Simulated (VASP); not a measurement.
# Ti (Im-3m) in VASP: notebook

Runs on Ti. Level: LDA. Tasks: single point, relaxation of cell and atoms.

All numbers are computed with VASP 6.6.1; they aren't measurements. Logs are shortened: lines on timing, memory, paths and dates and some standing lists are left out, and cuts for length are marked.

## Step 1: The cell of the first run

Symmetry: Im-3m, No. 229, cubic system. The conventional cell has a = 3.080 Å, b = 3.080 Å, c = 3.080 Å, α = 90.00°, β = 90.00°, γ = 90.00°. Within 3.5 Å of Ti (site symmetry m-3m) lie 14 Ti at 2.67 to 3.08 Å.

## Step 2: Single point, LDA (volume scaled by 0.92)

The input, INCAR:

```
PREC = Accurate
ENCUT = 520
EDIFF = 1E-6
ISMEAR = -1
SIGMA = 0.08
LREAL = False
LASPH = True
NELM = 80
ALGO = Normal
ISIF = 2
LWAVE = False
LCHARG = False
GGA = CA
NBANDS = 12
```

The input, KPOINTS:

```
Automatic mesh
0
Gamma
  19 19 19
```

The input, POSCAR:

```
Ti
1.0
   -1.5402274870      1.5402274870      1.5402274870
    1.5402274870     -1.5402274870      1.5402274870
    1.5402274870      1.5402274870     -1.5402274870
Ti
1
Direct
    0.0000000000      0.0000000000      0.0000000000
```

Potentials or basis: VASP PAW LDA potentials, release 64 (Ti_sv).

Started as:

```console
> cat potpaw_LDA.64/Ti_sv/POTCAR > POTCAR
> mpirun -np 1 vasp_std > vasp.out
```

OUTCAR:

```text
PREC = Accurate
   ENCUT = 520
   EDIFF = 1E-6
   ISMEAR = -1
   LREAL = False
   LASPH = True
   NELM = 80
   ISIF = 2
   GGA = CA

 ion  position               nearest neighbor table
   1  0.000  0.000  0.000-

  LATTYP: Found a body centered cubic cell.
 ALAT       =     3.0804549740

  Lattice vectors:

 A1 = (  -1.5402274870,   1.5402274870,   1.5402274870)
 A2 = (   1.5402274870,  -1.5402274870,   1.5402274870)
 A3 = (   1.5402274870,   1.5402274870,  -1.5402274870)

Analysis of symmetry for initial positions (statically):
=====================================================================
 Subroutine PRICEL returns:
 Original cell was already a primitive cell.

 Routine SETGRP: Setting up the symmetry group for a
 body centered cubic supercell.

 Subroutine GETGRP returns: Found 48 space group operations
 (whereof 48 operations were pure point group operations)
 out of a pool of 48 trial point group operations.

The static configuration has the point symmetry O_h .

Analysis of symmetry for dynamics (positions and initial velocities):
=====================================================================
 Subroutine PRICEL returns:
 Original cell was already a primitive cell.

 Routine SETGRP: Setting up the symmetry group for a
 body centered cubic supercell.

 Subroutine GETGRP returns: Found 48 space group operations
 (whereof 48 operations were pure point group operations)
 out of a pool of 48 trial point group operations.

The dynamic configuration has the point symmetry O_h .

 Subroutine INISYM returns: Found 48 space group operations
 (whereof 48 operations are pure point group operations),
 and found     1 'primitive' translations

----------------------------------------------------------------------------------------

                                     Primitive cell

  volume of cell :      14.6155

  direct lattice vectors                    reciprocal lattice vectors
    -1.540227487  1.540227487  1.540227487     0.000000000  0.324627371  0.324627371
     1.540227487 -1.540227487  1.540227487     0.324627371  0.000000000  0.324627371
     1.540227487  1.540227487 -1.540227487     0.324627371  0.324627371  0.000000000

  length of vectors
     2.667752263  2.667752263  2.667752263     0.459092431  0.459092431  0.459092431

  position of ions in fractional coordinates (direct lattice)
     0.000000000  0.000000000  0.000000000

  ion indices of the primitive-cell ions
   primitive index   ion index
                 1           1

----------------------------------------------------------------------------------------

 KPOINTS: Automatic mesh

Automatic generation of k-mesh.
 Grid dimensions read from file:
 generate k-points for:   19   19   19

 Generating k-lattice:

  Cartesian coordinates                     Fractional coordinates (reciprocal lattice)
     0.000000000  0.017085651  0.017085651     0.052631579  0.000000000  0.000000000
     0.017085651  0.000000000  0.017085651     0.000000000  0.052631579  0.000000000
     0.017085651  0.017085651  0.000000000     0.000000000  0.000000000  0.052631579

  Length of vectors
     0.024162760  0.024162760  0.024162760

  Shift w.r.t. Gamma in fractional coordinates (k-lattice)
     0.000000000  0.000000000  0.000000000

 Subroutine IBZKPT returns following result:
 ===========================================

 Found    220 irreducible k-points:

 Following reciprocal coordinates:
            Coordinates               Weight
  0.000000  0.000000  0.000000      1.000000
  0.052632  0.000000  0.000000     12.000000
  0.105263  0.000000  0.000000     12.000000
  0.157895  0.000000  0.000000     12.000000
  0.210526  0.000000  0.000000     12.000000
  0.263158  0.000000  0.000000     12.000000
[... 16 lines left out ...]
  0.263158  0.105263  0.000000     48.000000
  0.315789  0.105263  0.000000     48.000000
 [... further k-points ...]
   k-points           NKPTS =    220   k-points in BZ     NKDIM =    220   number of bands    NBANDS=     12
   number of dos      NEDOS =    301   number of ions     NIONS =      1
   total plane-waves  NPLWV =   8000
   dimension x,y,z NGX =    20 NGY =   20 NGZ =   20
   dimension x,y,z NGXF=    40 NGYF=   40 NGZF=   40
   ions per type =               1
   NGX,Y,Z   is equivalent  to a cutoff of  12.46, 12.46, 12.46 a.u.
   NGXF,Y,Z  is equivalent  to a cutoff of  24.93, 24.93, 24.93 a.u.
 SYSTEM =  unknown system
   PREC   = accura    normal or accurate (medium, high low for compatibility)
   ISTART =      0    job   : 0-new  1-cont  2-samecut
   ICHARG =      2    charge: 1-file 2-atom 10-const
   ISPIN  =      1    spin polarized calculation?
   LNONCOLLINEAR =      F non collinear calculations
   LSORBIT =      F    spin-orbit coupling
   LASPH  =      T    aspherical Exc in radial PAW
   ENCUT  =  520.0 eV  38.22 Ry    6.18 a.u.   4.96  4.96  4.96*2*pi/ulx,y,z
   NELM   =     80;   NELMIN=  2; NELMDL= -5     # of ELM steps
   EDIFF  = 0.1E-05   stopping-criterion for ELM
   LREAL  =      F    real-space projection
   EDIFFG = 0.1E-04   stopping-criterion for IOM
   NSW    =      0    number of steps for IOM
   IBRION =     -1    ionic relax: 0-MD 1-quasi-New 2-CG
   NFREE  =      0    steps in history (QN), initial steepest desc. (CG)
   ISIF   =      2    stress and relaxation
   ISYM   =      2    0-nonsym 1-usesym 2-fastsym
   POTIM  = 0.5000    time-step for ionic-motion
   TEBEG  =    0.0;   TEEND  =   0.0 temperature during run
   PSTRESS=    0.0 pullay stress
   NELECT =      12.0000    total number of electrons
   NUPDOWN=      -1.0000    fix difference up-down
   EMIN   =  10.00;   EMAX   =-10.00  energy-range for DOS
   EFERMI =   0.00;   METHOD = LEGACY
   ISMEAR =    -1;   SIGMA  =   0.08  broadening in eV -4-tet -1-fermi 0-gaus
   EFERMI_NEDOS =   21; number of points for ismear=-14 and -15
   IALGO  =     38    algorithm
   IMIX   =      4    mixing-type and parameters
     AMIX     =   0.40;   BMIX     =  1.00
     AMIX_MAG =   1.60;   BMIX_MAG =  1.00
  volume/ion in A,a.u.               =      14.62        98.63
  Fermi-wavevector in a.u.,A,eV,Ry     =   1.532958  2.896871 31.973168  2.349962
  Thomas-Fermi vector in A             =   2.640092
   LORBIT       =      0    0 simple, 1 ext, 2 COOP (PROOUT), +10 PAW based schemes
   GGA     = CA    functional components
   LHFCALC =     F    Hartree Fock is set to
   AEXX    =    0.0000 exact exchange contribution
   IVDW    =     0    specifies the selected vdW correction
   LEPSILON=     F    determine dielectric tensor
   LRPA    =     F    only Hartree local field effects (RPA)
 non-spin polarized calculation
  energy-cutoff  :      520.00
  volume of cell :       14.62
 maximum number of plane-waves:       406
   NGX =  9   NGY =  9   NGZ =  9

 number of electron      12.0000004 magnetization

 Free energy of the ion-electron system (eV)
  ---------------------------------------------------
  ext. energy  EPLUGINS =         0.00000000
  ---------------------------------------------------
  free energy    TOTEN  =        -8.44148720 eV

  energy without entropy =       -8.40370837  energy(sigma->0) =       -8.42259779

 E-fermi :   9.7615     XC(G=0): -12.6288

 val. band max:        9.7497419113   @ k =   0.2105   0.0526   0.0526
 cond. band min:       9.7665831293   @ k =   0.2632   0.2632   0.0000
 fundamental gap:      0.0168412180
 Fermi energy:         9.7614749091

 k-point     1 :       0.0000    0.0000    0.0000
  band No.  band energies     occupation
      1     -45.7833      2.00000
      2     -21.7275      2.00000
      3     -21.7275      2.00000
      4     -21.7275      2.00000
      5       3.5919      2.00000
      6      10.8495      0.00000
      7      10.8495      0.00000
      8      10.8495      0.00000
      9      13.0375      0.00000
     10      13.0375      0.00000
     11      28.5013      0.00000
     12      28.5013      0.00000

 k-point     2 :       0.0526    0.0000    0.0000
  band No.  band energies     occupation
      1     -45.7760      2.00000
      2     -21.7618      2.00000
      3     -21.7376      2.00000
      4     -21.7279      2.00000
      5       3.7049      2.00000
      6      10.7934      0.00000
      7      10.8355      0.00000
      8      10.9371      0.00000
      9      12.9676      0.00000
     10      13.0404      0.00000
     11      28.4383      0.00000
     12      28.5190      0.00000

 k-point     3 :       0.1053    0.0000    0.0000
  band No.  band energies     occupation
      1     -45.7550      2.00000
      2     -21.8603      2.00000
      3     -21.7667      2.00000
      4     -21.7289      2.00000
      5       4.0344      2.00000
      6      10.6348      0.00004
      7      10.7751      0.00001
      8      11.1955      0.00000
      9      12.8052      0.00000
     10      13.0512      0.00000
     11      28.1856      0.00000
     12      28.5008      0.00000

 k-point     4 :       0.1579    0.0000    0.0000
  band No.  band energies     occupation
      1     -45.7224      2.00000
      2     -22.0106      2.00000
      3     -21.8113      2.00000
      4     -21.7304      2.00000
      5       4.5500      2.00000
      6      10.3996      0.00069
      7      10.6305      0.00004
      8      11.6109      0.00000
      9      12.6626      0.00000
     10      13.0760      0.00000
     11      27.6116      0.00000
     12      28.2636      0.00000

 k-point     5 :       0.2105    0.0000    0.0000
  band No.  band energies     occupation
      1     -45.6815      2.00000
      2     -22.1943      2.00000
      3     -21.8665      2.00000
      4     -21.7324      2.00000
      5       5.1949      2.00000
      6      10.1220      0.02182
      7      10.4096      0.00061
      8      12.1595      0.00000
      9      12.6300      0.00000
     10      13.1207      0.00000
     11      26.6482      0.00000
     12      27.6881      0.00000
[... 228 lines left out ...]
      1     -45.6654      2.00000
      2     -22.2503      2.00000
      3     -21.8676      2.00000
      4     -21.7701      2.00000
      5       5.4759      2.00000
      6      10.0936      0.03099
      7      10.1812      0.01047
      8      12.4443      0.00000
      9      12.4990      0.00000
     10      13.2676      0.00000
     11      26.6019      0.00000
     12      27.3463      0.00000

 k-point    22 :       0.2105    0.1053   -0.0000
  band No.  band energies     occupation
      1     -45.6228      2.00000
      2     -22.4206      2.00000
      3     -21.9352      2.00000
      4     -21.7758      2.00000
      5       6.1474      2.00000
      6       9.8011      0.75717
      7       9.9952      0.10218
      8      12.5136      0.00000
      9      13.1515      0.00000
     10      13.3694      0.00000
     11      25.4148      0.00000
     12      26.5219      0.00000

 k-point    23 :       0.2632    0.1053    0.0000
  band No.  band energies     occupation
      1     -45.5812      2.00000
      2     -22.5822      2.00000
      3     -22.0032      2.00000
      4     -21.7799      2.00000
      5       6.7178      2.00000
      6       9.5512      1.86541
      7       9.9649      0.14585
      8      12.6585      0.00000
      9      13.4331      0.00000
     10      13.8961      0.00000
     11      23.9948      0.00000
     12      25.7645      0.00000

 k-point    24 :       0.3158    0.1053    0.0000
  band No.  band energies     occupation
      1     -45.5449      2.00000
      2     -22.7193      2.00000
      3     -22.0624      2.00000
      4     -21.7830      2.00000
      5       7.0419      2.00000
      6       9.3603      1.98682
      7      10.2118      0.00716
      8      12.8307      0.00000
      9      13.5202      0.00000
     10      14.6013      0.00000
     11      22.5807      0.00000
     12      25.1120      0.00000

 [... further k-points ...]

------------------------ aborting loop because EDIFF is reached ----------------------------------------

  FORCE on cell =-STRESS in cart. coord.  units (eV):
  Direction    XX          YY          ZZ          XY          YZ          ZX
  --------------------------------------------------------------------------------------
  -------------------------------------------------------------------------------------
  Total        1.0132564      1.0132564      1.0132564      0.0000000      0.0000000     -0.0000000
  in kB      111.0747463    111.0747463    111.0747463      0.0000000      0.0000000     -0.0000000
  external PRESSURE =     111.0747463 kB  Pullay stress =       0.0000000 kB

 VOLUME and BASIS-vectors are now :
 -----------------------------------------------------------------------------
  energy-cutoff  :      520.00
  volume of cell :       14.62
      direct lattice vectors                 reciprocal lattice vectors
    -1.540227487  1.540227487  1.540227487     0.000000000  0.324627371  0.324627371
     1.540227487 -1.540227487  1.540227487     0.324627371  0.000000000  0.324627371
     1.540227487  1.540227487 -1.540227487     0.324627371  0.324627371  0.000000000

 POSITION                                       TOTAL-FORCE (eV/Angst)
 -----------------------------------------------------------------------------------
      0.00000      0.00000      0.00000        -0.000000      0.000000     -0.000000
 -----------------------------------------------------------------------------------
    total drift:                                0.000000     -0.000000      0.000000

  FREE ENERGIE OF THE ION-ELECTRON SYSTEM (eV)
  ---------------------------------------------------
  free  energy   TOTEN  =        -8.4414872027 eV

  energy  without entropy=       -8.4037083691  energy(sigma->0) =       -8.42259779
```

It took 11 s on 1 thread of Intel Xeon 6975P-C (Granite Rapids), shared host; peak memory 0.14 GiB.

Results:

| Property | Result |
| --- | --- |
| Free energy | -8.4415 eV |
| Pressure | 11.1 GPa |
| Band gap on the k mesh | zero (band 6 reaches 10.85 eV, above the bottom of band 7 at 9.13 eV) |

Caveat: the cell differs from its parent crystal (volume scaled by 0.92).

## Step 3: Single point, LDA

This run uses another cell than the first one, of 15.89 Å³/atom, 1.087 times its volume.

The input, INCAR:

```
SYSTEM = Ti
  PREC = Accurate
  ENCUT = 520
  EDIFF = 1E-7
  ISMEAR = -1
  SIGMA = 0.08
  LREAL = .False.
  LASPH = .True.
  NELM = 60
  ALGO = Normal
  ISIF = 2
  LWAVE = .False.
  LCHARG = .False.
  GGA = CA
  NBANDS = 12
```

The input, KPOINTS:

```
Automatic mesh
0
Gamma
  19 19 19
  0 0 0
```

The input, POSCAR:

```
Ti
1.0
   -1.5836368314      1.5836368314      1.5836368314
    1.5836368314     -1.5836368314      1.5836368314
    1.5836368314      1.5836368314     -1.5836368314
Ti
1
Direct
    0.0000000000      0.0000000000      0.0000000000
```

Potentials or basis: VASP PAW LDA potentials, release 64 (Ti_sv).

Started as:

```console
> cat potpaw_LDA.64/Ti_sv/POTCAR > POTCAR
> mpirun -np 1 vasp_std > vasp.out
```

OUTCAR:

```text
SYSTEM = Ti
   PREC = Accurate
   ENCUT = 520
   EDIFF = 1E-7
   ISMEAR = -1
   LREAL = .False.
   LASPH = .True.
   NELM = 60
   ISIF = 2
   GGA = CA

 ion  position               nearest neighbor table
   1  0.000  0.000  0.000-

  LATTYP: Found a body centered cubic cell.
 ALAT       =     3.1672736628

  Lattice vectors:

 A1 = (  -1.5836368314,   1.5836368314,   1.5836368314)
 A2 = (   1.5836368314,  -1.5836368314,   1.5836368314)
[... 538 lines left out ...]
     12      23.3802      0.00000

 [... further k-points ...]

------------------------ aborting loop because EDIFF is reached ----------------------------------------

  FORCE on cell =-STRESS in cart. coord.  units (eV):
  Direction    XX          YY          ZZ          XY          YZ          ZX
  --------------------------------------------------------------------------------------
  -------------------------------------------------------------------------------------
  Total       -0.0159146     -0.0159146     -0.0159146     -0.0000000      0.0000000     -0.0000000
  in kB       -1.6050216     -1.6050216     -1.6050216     -0.0000000      0.0000000     -0.0000000
  external PRESSURE =      -1.6050216 kB  Pullay stress =       0.0000000 kB

 VOLUME and BASIS-vectors are now :
 -----------------------------------------------------------------------------
  energy-cutoff  :      520.00
  volume of cell :       15.89
      direct lattice vectors                 reciprocal lattice vectors
    -1.583636831  1.583636831  1.583636831     0.000000000  0.315728954  0.315728954
     1.583636831 -1.583636831  1.583636831     0.315728954  0.000000000  0.315728954
     1.583636831  1.583636831 -1.583636831     0.315728954  0.315728954  0.000000000

 POSITION                                       TOTAL-FORCE (eV/Angst)
 -----------------------------------------------------------------------------------
      0.00000      0.00000      0.00000         0.000000     -0.000000     -0.000000
 -----------------------------------------------------------------------------------
    total drift:                                0.000000      0.000000      0.000000

  FREE ENERGIE OF THE ION-ELECTRON SYSTEM (eV)
  ---------------------------------------------------
  free  energy   TOTEN  =        -8.4827640480 eV

  energy  without entropy=       -8.4399730364  energy(sigma->0) =       -8.46136854
```

It took 13 s on 1 thread of Intel Xeon 6975P-C (Granite Rapids), shared host; peak memory 0.15 GiB.

What came out:

- Free energy: -8.4828 eV
- Pressure: -0.2 GPa
- Band gap on the k mesh: zero (band 6 reaches 9.83 eV, above the bottom of band 7 at 8.17 eV)

Levels at points of the mesh, in eV from the Fermi level:
| k point | band 4 | band 5 | band 6 | band 7 | band 8 | band 9 |
| --- | --- | --- | --- | --- | --- | --- |
| (0.00, 0.00, 0.00) | -31.77 | -6.04 | 1.03 | 1.03 | 1.03 | 3.01 |

## Step 4: Relaxation of cell and atoms, LDA

This run uses another cell than the first one, of 16.11 Å³/atom, 1.102 times its volume.

The input, INCAR:

```
SYSTEM = Ti
  PREC = Accurate
  ENCUT = 600
  EDIFF = 1E-7
  ISMEAR = -1
  SIGMA = 0.08
  LREAL = .False.
  LASPH = .True.
  NELM = 80
  ALGO = Normal
  ISIF = 3
  LWAVE = .False.
  LCHARG = .False.
  GGA = CA
  IBRION = 2
  NSW = 60
  EDIFFG = -0.005
```

The input, KPOINTS:

```
regular mesh
0
Gamma
  19 19 19
  0 0 0
```

The input, POSCAR:

```
Ti
1.0
   -1.5911292954      1.5911292954      1.5911292954
    1.5911292954     -1.5911292954      1.5911292954
    1.5911292954      1.5911292954     -1.5911292954
Ti
1
Direct
    0.0000000000      0.0000000000      0.0000000000
```

Started as:

```console
> cat potpaw_LDA.64/Ti_sv/POTCAR > POTCAR
> mpirun -np 1 vasp_std > vasp.out
```

Run time: 29 s. Hardware: 1 thread of Intel Xeon 6975P-C (Granite Rapids), shared host; peak memory 0.17 GiB.

It converged, with:

* Free energy: -8.4826 eV
* Relaxed volume: 15.86 Å³/atom
* Relaxed cell: a = 2.741 Å, b = 2.741 Å, c = 2.741 Å, α = 109.47°, β = 109.47°, γ = 109.47°
* Space group after relaxing (to 0.05 Å): Im-3m (No. 229)
* Energy gained by relaxing: 1.4 meV/atom
* Ionic steps: 3
* Pressure after relaxing: 0.0 GPa
* Band gap on the k mesh: zero (band 6 reaches 9.85 eV, above the bottom of band 7 at 8.19 eV)

The path:
```
step  energy change (eV)  largest force (eV/Å)  pressure (GPa)  volume (Å³)
   1              0.0000                0.0000           -1.79        16.11
   2             -0.0008                0.0000            1.24        15.70
   3             -0.0014                0.0000            0.01        15.86
```

Final structure:
```
CELL_PARAMETERS angstrom
-1.58277 1.58277 1.58277
1.58277 -1.58277 1.58277
1.58277 1.58277 -1.58277
ATOMIC_POSITIONS crystal
Ti 0.00000 0.00000 0.00000
```

Levels at points of the mesh, in eV from the Fermi level:
| k point | band 3 | band 4 | band 5 | band 6 | band 7 | band 8 | band 9 | band 10 |
| --- | --- | --- | --- | --- | --- | --- | --- | --- |
| (0.00, 0.00, 0.00) | -31.76 | -31.76 | -6.04 | 1.03 | 1.03 | 1.03 | 3.01 | 3.01 |

## Step 5: Summary

```csv
task,cell,cutoff (eV),gap on the mesh (eV),pressure (GPa)
single point,"a = 2.668 Å, angles 109.5°, 1 atom",520,none,11.1
single point,"a = 2.743 Å, angles 109.5°, 1 atom",520,none,-0.2
relaxation of cell and atoms,"relaxed from a = 2.756 Å, angles 109.5°, 1 atom",600,none,0.0
```

Alike in all rows: level LDA; potentials or basis VASP PAW LDA potentials, release 64 (Ti_sv); no spin polarisation; k mesh 19 × 19 × 19; smearing fermi-dirac 0.08 eV.

Total energies depend on the potentials used, so only differences within one code and one set of settings carry meaning.
